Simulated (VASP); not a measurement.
# VSe2 (P-3m1) in VASP: single point with LDA

Aim: the single point of VSe2 with LDA.

All numbers are computed with VASP 6.6.1; they aren't measurements. Logs are shortened: lines on timing, memory, paths and dates and some standing lists are left out, and cuts for length are marked.

## (1) The cell of the first run

The structure is trigonal, space group P-3m1 (No. 164). The conventional cell has a = 3.251 Å, b = 3.251 Å, c = 5.968 Å, α = 90.00°, β = 90.00°, γ = 120.00°. V (site symmetry -3m) has 6 Se at 2.44 Å within 3.2 Å. Within 3.2 Å of Se (site symmetry 3m) lie 3 V at 2.44 Å.

## (2) Single point, LDA, collinear spin, ferromagnetic start

INCAR

```
SYSTEM = VSe2
PREC = Accurate
ENCUT = 520
EDIFF = 1E-7
ISMEAR = 1
SIGMA = 0.15
LREAL = .FALSE.
LASPH = .TRUE.
NELM = 150
ALGO = Normal
ISIF = 2
LWAVE = .FALSE.
LCHARG = .FALSE.
ISPIN = 2
MAGMOM = 2 0 0
LORBIT = 11
LMAXMIX = 4
GGA = CA
NBANDS = 24
```

KPOINTS

```
Automatic mesh
0
G
  10 10 5
  0 0 0
```

POSCAR

```
VSe2
1.0
    3.2508870698      0.0000000000      0.0000000000
   -1.6254435349      2.8153507872      0.0000000000
    0.0000000000      0.0000000000      5.9681831436
V Se
1 2
Direct
    0.0000000000      0.0000000000      0.0000000000
    0.3333333333      0.6666666667      0.2607730778
    0.6666666667      0.3333333333      0.7392269222
```

Potentials or basis: VASP PAW LDA potentials, release 64 (V_sv, Se).

Command:

```sh
$ cat potpaw_LDA.64/V_sv/POTCAR potpaw_LDA.64/Se/POTCAR > POTCAR
$ mpirun -np 1 vasp_std > vasp.out
```

OUTCAR:

```text
SYSTEM = VSe2
   PREC = Accurate
   ENCUT = 520
   EDIFF = 1E-7
   ISMEAR = 1
   LREAL = .FALSE.
   LASPH = .TRUE.
   NELM = 150
   ISIF = 2
   ISPIN = 2
   LORBIT = 11
   GGA = CA

 ion  position               nearest neighbor table
   1  0.000  0.000  0.000-   2 2.44   3 2.44   2 2.44   3 2.44   3 2.44   2 2.44
   2  0.333  0.667  0.261-   1 2.44   1 2.44   1 2.44
   3  0.667  0.333  0.739-   1 2.44   1 2.44   1 2.44

  LATTYP: Found a hexagonal cell.
 ALAT       =     3.2508870698
 C/A-ratio  =     1.8358629554

  Lattice vectors:

 A1 = (   3.2508870698,   0.0000000000,   0.0000000000)
 A2 = (  -1.6254435349,   2.8153507872,   0.0000000000)
 A3 = (   0.0000000000,   0.0000000000,   5.9681831436)

Analysis of symmetry for initial positions (statically):
=====================================================================
 Subroutine PRICEL returns:
 Original cell was already a primitive cell.

 Routine SETGRP: Setting up the symmetry group for a
 hexagonal supercell.

 Subroutine GETGRP returns: Found 12 space group operations
 (whereof 12 operations were pure point group operations)
 out of a pool of 24 trial point group operations.

The static configuration has the point symmetry D_3d.

Analysis of symmetry for dynamics (positions and initial velocities):
=====================================================================
 Subroutine PRICEL returns:
 Original cell was already a primitive cell.

 Routine SETGRP: Setting up the symmetry group for a
 hexagonal supercell.

 Subroutine GETGRP returns: Found 12 space group operations
 (whereof 12 operations were pure point group operations)
 out of a pool of 24 trial point group operations.

The dynamic configuration has the point symmetry D_3d.

Analysis of structural, dynamic, and magnetic symmetry:
=====================================================================
 Subroutine PRICEL returns:
 Original cell was already a primitive cell.

 Routine SETGRP: Setting up the symmetry group for a
 hexagonal supercell.

 Subroutine GETGRP returns: Found 12 space group operations
 (whereof 12 operations were pure point group operations)
 out of a pool of 24 trial point group operations.

The overall configuration has the point symmetry D_3d.

 Subroutine INISYM returns: Found 12 space group operations
 (whereof 12 operations are pure point group operations),
 and found     1 'primitive' translations

----------------------------------------------------------------------------------------

                                     Primitive cell

  volume of cell :      54.6231

  direct lattice vectors                    reciprocal lattice vectors
     3.250887070  0.000000000  0.000000000     0.307608348  0.177597762  0.000000000
    -1.625443535  2.815350787  0.000000000     0.000000000  0.355195525  0.000000000
     0.000000000  0.000000000  5.968183144     0.000000000  0.000000000  0.167555180

  length of vectors
     3.250887070  3.250887070  5.968183144     0.355195525  0.355195525  0.167555180

  position of ions in fractional coordinates (direct lattice)
     0.000000000  0.000000000  0.000000000
     0.333333333  0.666666667  0.260773078
     0.666666667  0.333333333  0.739226922

  ion indices of the primitive-cell ions
   primitive index   ion index
                 1           1
                 2           2
                 3           3

----------------------------------------------------------------------------------------

 KPOINTS: Automatic mesh

Automatic generation of k-mesh.
 Grid dimensions read from file:
 generate k-points for:   10   10    5

 Generating k-lattice:

  Cartesian coordinates                     Fractional coordinates (reciprocal lattice)
     0.030760835  0.017759776  0.000000000     0.100000000  0.000000000  0.000000000
     0.000000000  0.035519552  0.000000000     0.000000000  0.100000000  0.000000000
     0.000000000  0.000000000  0.033511036     0.000000000  0.000000000  0.200000000

  Length of vectors
     0.035519552  0.035519552  0.033511036

  Shift w.r.t. Gamma in fractional coordinates (k-lattice)
     0.000000000  0.000000000  0.000000000

 Subroutine IBZKPT returns following result:
 ===========================================

 Found     58 irreducible k-points:

 Following reciprocal coordinates:
            Coordinates               Weight
  0.000000  0.000000  0.000000      1.000000
  0.100000  0.000000  0.000000      6.000000
  0.200000  0.000000  0.000000      6.000000
  0.300000  0.000000  0.000000      6.000000
  0.400000  0.000000  0.000000      6.000000
  0.500000  0.000000  0.000000      3.000000
[... 16 lines left out ...]
  0.000000  0.400000  0.200000      6.000000
  0.500000  0.000000  0.200000      6.000000
 [... further k-points ...]
   k-points           NKPTS =     58   k-points in BZ     NKDIM =     58   number of bands    NBANDS=     24
   number of dos      NEDOS =    301   number of ions     NIONS =      3
   total plane-waves  NPLWV =  27648
   dimension x,y,z NGX =    24 NGY =   24 NGZ =   48
   dimension x,y,z NGXF=    48 NGYF=   48 NGZF=   96
   ions per type =               1   2
   NGX,Y,Z   is equivalent  to a cutoff of  12.27, 12.27, 13.37 a.u.
   NGXF,Y,Z  is equivalent  to a cutoff of  24.55, 24.55, 26.74 a.u.
 SYSTEM =  VSe2
   PREC   = accura    normal or accurate (medium, high low for compatibility)
   ISTART =      0    job   : 0-new  1-cont  2-samecut
   ICHARG =      2    charge: 1-file 2-atom 10-const
   ISPIN  =      2    spin polarized calculation?
   LNONCOLLINEAR =      F non collinear calculations
   LSORBIT =      F    spin-orbit coupling
   LASPH  =      T    aspherical Exc in radial PAW
   ENCUT  =  520.0 eV  38.22 Ry    6.18 a.u.   6.04  6.04 11.10*2*pi/ulx,y,z
   NELM   =    150;   NELMIN=  2; NELMDL= -5     # of ELM steps
   EDIFF  = 0.1E-06   stopping-criterion for ELM
   LREAL  =      F    real-space projection
   EDIFFG = 0.1E-05   stopping-criterion for IOM
   NSW    =      0    number of steps for IOM
   IBRION =     -1    ionic relax: 0-MD 1-quasi-New 2-CG
   NFREE  =      0    steps in history (QN), initial steepest desc. (CG)
   ISIF   =      2    stress and relaxation
   ISYM   =      2    0-nonsym 1-usesym 2-fastsym
   POTIM  = 0.5000    time-step for ionic-motion
   TEBEG  =    0.0;   TEEND  =   0.0 temperature during run
   PSTRESS=    0.0 pullay stress
   NELECT =      25.0000    total number of electrons
   NUPDOWN=      -1.0000    fix difference up-down
   EMIN   =  10.00;   EMAX   =-10.00  energy-range for DOS
   EFERMI =   0.00;   METHOD = LEGACY
   ISMEAR =     1;   SIGMA  =   0.15  broadening in eV -4-tet -1-fermi 0-gaus
   EFERMI_NEDOS =   21; number of points for ismear=-14 and -15
   IALGO  =     38    algorithm
   IMIX   =      4    mixing-type and parameters
     AMIX     =   0.40;   BMIX     =  1.00
     AMIX_MAG =   1.60;   BMIX_MAG =  1.00
  volume/ion in A,a.u.               =      18.21       122.87
  Fermi-wavevector in a.u.,A,eV,Ry     =   1.261622  2.384120 21.656265  1.591691
  Thomas-Fermi vector in A             =   2.395072
   LORBIT       =     11    0 simple, 1 ext, 2 COOP (PROOUT), +10 PAW based schemes
   GGA     = CA    functional components
   LHFCALC =     F    Hartree Fock is set to
   AEXX    =    0.0000 exact exchange contribution
   IVDW    =     0    specifies the selected vdW correction
   LEPSILON=     F    determine dielectric tensor
   LRPA    =     F    only Hartree local field effects (RPA)
 spin polarized calculation
 Methfessel and Paxton  Order N= 1 SIGMA  =   0.15
  energy-cutoff  :      520.00
  volume of cell :       54.62
 maximum number of plane-waves:      1498
   NGX = 13   NGY = 13   NGZ = 23

 number of electron      24.9999999 magnetization       0.0006053

 number of electron      24.9999999 magnetization      -0.0002019

 Free energy of the ion-electron system (eV)
  ---------------------------------------------------
  ext. energy  EPLUGINS =         0.00000000
  ---------------------------------------------------
  free energy    TOTEN  =       -20.46300705 eV

  energy without entropy =      -20.45948005  energy(sigma->0) =      -20.46183138

 E-fermi :   6.4796     XC(G=0): -11.1397

 val. band max:        6.4528738542   @ k =  -0.1000   0.3000   0.4000
 cond. band min:       6.4837268620   @ k =   0.2000   0.1000   0.2000
 fundamental gap:      0.0308530078
 Fermi energy:         6.4796462575

 spin component 1

 k-point     1 :       0.0000    0.0000    0.0000
  band No.  band energies     occupation
      1     -57.3552      1.00000
      2     -31.6327      1.00000
      3     -31.6327      1.00000
      4     -31.5880      1.00000
      5      -8.6751      1.00000
      6      -7.0441      1.00000
[... 16 lines left out ...]
     23      19.3437      0.00000
     24      19.3437      0.00000
[... 598 lines left out ...]
      2     -31.7566      1.00000
      3     -31.6613      1.00000
      4     -31.5612      1.00000
      5      -6.4205      1.00000
      6      -6.1806      1.00000
[... 16 lines left out ...]
     23      17.2818      0.00000
     24      20.8958      0.00000

 [... further k-points ...]

 spin component 2

 k-point     1 :       0.0000    0.0000    0.0000
  band No.  band energies     occupation
      1     -57.3554      1.00000
      2     -31.6329      1.00000
      3     -31.6329      1.00000
      4     -31.5882      1.00000
      5      -8.6751      1.00000
      6      -7.0441      1.00000
[... 16 lines left out ...]
     23      19.3437      0.00000
     24      19.3437      0.00000
[... 598 lines left out ...]
      2     -31.7568      1.00000
      3     -31.6615      1.00000
      4     -31.5614      1.00000
      5      -6.4205      1.00000
      6      -6.1806      1.00000
[... 16 lines left out ...]
     23      17.2818      0.00000
     24      20.8958      0.00000

 [... further k-points ...]

------------------------ aborting loop because EDIFF is reached ----------------------------------------

  FORCE on cell =-STRESS in cart. coord.  units (eV):
  Direction    XX          YY          ZZ          XY          YZ          ZX
  --------------------------------------------------------------------------------------
  -------------------------------------------------------------------------------------
  Total        0.1200448      0.1200448      0.1339658     -0.0000000      0.0000000      0.0000000
  in kB        3.5210911      3.5210911      3.9294155     -0.0000000      0.0000000      0.0000000
  external PRESSURE =       3.6571992 kB  Pullay stress =       0.0000000 kB

 VOLUME and BASIS-vectors are now :
 -----------------------------------------------------------------------------
  energy-cutoff  :      520.00
  volume of cell :       54.62
      direct lattice vectors                 reciprocal lattice vectors
     3.250887070  0.000000000  0.000000000     0.307608348  0.177597762  0.000000000
    -1.625443535  2.815350787  0.000000000     0.000000000  0.355195525  0.000000000
     0.000000000  0.000000000  5.968183144     0.000000000  0.000000000  0.167555180

 POSITION                                       TOTAL-FORCE (eV/Angst)
 -----------------------------------------------------------------------------------
      0.00000      0.00000      0.00000         0.000000      0.000000      0.000000
     -0.00000      1.87690      1.55634         0.000000      0.000000      0.041235
      1.62544      0.93845      4.41184        -0.000000     -0.000000     -0.041235
 -----------------------------------------------------------------------------------
    total drift:                               -0.000000     -0.000000      0.000000

  FREE ENERGIE OF THE ION-ELECTRON SYSTEM (eV)
  ---------------------------------------------------
  free  energy   TOTEN  =       -20.4630070538 eV

  energy  without entropy=      -20.4594800472  energy(sigma->0) =      -20.46183138

 total charge

# of ion       s       p       d       tot
------------------------------------------
    1        2.251   6.237   3.143  11.631
    2        1.486   2.331   0.062   3.880
    3        1.486   2.331   0.062   3.880
--------------------------------------------------
tot          5.224  10.900   3.267  19.391

 magnetization (x)

# of ion       s       p       d       tot
------------------------------------------
    1       -0.000  -0.000  -0.000  -0.000
    2       -0.000   0.000  -0.000   0.000
    3       -0.000   0.000  -0.000   0.000
--------------------------------------------------
tot         -0.000   0.000  -0.000  -0.000
```

Wall time 58 s (1 thread of Intel Xeon 6975P-C (Granite Rapids), shared host); peak memory 0.24 GiB.

Results:

* Free energy: -20.4630 eV
* Pressure: 0.4 GPa
* Largest force: 0.041 eV/Å
* Net moment: 0.00 μB per cell
* Valence electrons inside the program's atomic spheres: V 11.63; Se 3.88

Forces on the atoms (eV/Å):
```
V    0.000  0.000  0.000
Se   0.000  0.000  0.041
Se   0.000  0.000 -0.041
```

With open d or f shells a metallic result of LDA can be an artefact of self-interaction; +U or a hybrid may open a gap.
